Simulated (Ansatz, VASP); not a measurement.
**La2O3: VASP beside Ansatz**

The input INCAR:

```
AGGAC = 1.0 ; AGGAX = 1.0
ALDAC = 0.0 ; ALDAX = 1.0
ALGO = Normal ; EDIFF = 1E-6
ENCUT = 520 ; GGA = B5
ISIF = 2 ; ISMEAR = 0
LASPH = True ; LCHARG = False
LREAL = False ; LWAVE = False
NBANDS = 28 ; NELM = 60
PREC = Accurate ; SIGMA = 0.01
```

KPOINTS

```
k-points
0
Gamma
  6 6 6
```

File POSCAR:

```
La2O3
1.0
    6.2667800000      0.0000000000      0.0000000000
   -3.1333900000      5.4271910000      0.0000000000
    0.0000000000      0.0000000000      3.2997660000
La O
2 3
Direct
    0.3333333333      0.6666666667      0.5000000000
    0.6666666667      0.3333333333      0.5000000000
    0.4919860000      0.4919860000      0.0000000000
    0.0000000000      0.5080140000      0.0000000000
    0.5080140000      0.0000000000      0.0000000000
```

Input for Ansatz:

```yaml
crystal:
  lattice:
    - [6.26678, 0.0, 0.0]
    - [-3.13339, 5.427191, 0.0]
    - [0.0, 0.0, 3.299766]
  atoms:
    - { symbol: La, position: [0.3333333333333333, 0.6666666666666666, 0.5] }
    - { symbol: La, position: [0.6666666666666666, 0.3333333333333333, 0.5] }
    - { symbol: O, position: [0.491986, 0.491986, 0.0] }
    - { symbol: O, position: [0.0, 0.508014, 0.0] }
    - { symbol: O, position: [0.508014, 0.0, 0.0] }
basis:
  ecutwfc: 550.0
kpoints:
  mp_grid:
    grid: [6, 6, 6]
hamiltonian:
  xc: blyp
scf:
  occupations:
    method: fixed
output:
  stress: true
  eigenvalues: true
```

Alike in both runs: task single point; functional BLYP; k mesh 6 × 6 × 6; no spin polarisation.

```csv
,VASP,Ansatz
version,VASP 6.6.1,Ansatz 0.2.0
potentials or method,"VASP PAW PBE potentials, release 64 (La, O), cutoff 520 eV","plane waves, PAW"
occupations,"gaussian, width 0.01 eV",fixed
valence electrons in the cell,40,40
```

```csv
,VASP,Ansatz,Ansatz less VASP
gap on the k mesh at the Fermi level (eV),1.64,1.63,-0.010
pressure (GPa),5.3,5.5,+0.21
"traceless stress, the component that is largest in VASP (GPa)",-0.43,-0.38,+0.047
```

VASP's potentials were made for PBE, not for BLYP.

Neither program's run includes spin-orbit coupling.
